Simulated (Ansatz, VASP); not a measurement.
**One calculation of MgO, two programs**

```
CELL_PARAMETERS angstrom
0.00000 2.13515 2.13515
2.37535 0.00000 2.13515
2.37535 2.13515 0.00000
ATOMIC_POSITIONS crystal
Mg 0.00000 0.00000 0.00000
O 0.50000 0.50000 0.50000
```

Change from the starting cell: strain +0.1125 x Voigt [1, 0, 0, 0, 0, 0], atoms carried along.

Alike in both runs: task single point; functional r2SCAN; k mesh 10 × 10 × 10; occupations gaussian, width 0.05 eV; no spin polarisation.

|  | VASP | Ansatz |
| --- | --- | --- |
| version | VASP 6.6.1 | Ansatz 0.2.0 |
| potentials or method | VASP PAW PBE potentials, release 64 (Mg_sv, O), cutoff 750 eV | scalar-relativistic, plane waves, PAW |
| valence electrons in the cell | 16 | 16 |

|  | VASP | Ansatz | Ansatz less VASP |
| --- | --- | --- | --- |
| gap on the k mesh at the Fermi level (eV) | 4.15 | 4.12 | -0.025 |
| least direct gap on the mesh (eV) | 4.15 | 4.12 | -0.025 |
| pressure (GPa) | -16.7 | -16.4 | +0.38 |
| traceless stress, the component that is largest in VASP (GPa) | -4.04 | -3.86 | +0.179 |

VASP's potentials were made for PBE, not for r2SCAN.
